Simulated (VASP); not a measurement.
A run of VASP 6.6.1 is set up as follows.

File INCAR:

```
ALGO = Normal ; EDIFF = 1E-6
ENCUT = 520 ; GGA = CA
ISIF = 2 ; ISMEAR = -1
LASPH = T ; LCHARG = F
LREAL = F ; LWAVE = F
NBANDS = 38 ; NELM = 60
PREC = Accurate ; SIGMA = 0.05
```

Contents of KPOINTS:

```
k-points
0
Gamma
  7 7 7
```

File POSCAR:

```
NbRu3C
1.0
    4.0651380000      0.0000000000      0.0000000000
    0.0000000000      4.0651380000      0.0000000000
    0.0000000000      0.0000000000      4.0651380000
Ru Nb C
3 1 1
Direct
    0.5000000000      0.5000000000      0.0000000000
    0.5000000000      0.0000000000      0.5000000000
    0.0000000000      0.5000000000      0.5000000000
    0.0000000000      0.0000000000      0.0000000000
    0.5000000000      0.5000000000      0.5000000000
```

Potentials or basis: VASP PAW LDA potentials, release 64 (Ru_pv, Nb_sv, C).

The run is started by

```console
$ cat potpaw_LDA.64/Ru_pv/POTCAR potpaw_LDA.64/Nb_sv/POTCAR potpaw_LDA.64/C/POTCAR > POTCAR
$ mpirun -np 1 vasp_std > vasp.out
```

Q: Predict the band gap on the k mesh.

A: Zero (an odd number of electrons rules out a gap without spin polarisation).

Q: What does it give for the pressure?

A: -16.3 GPa.

Caveat: the cell stands under tension.
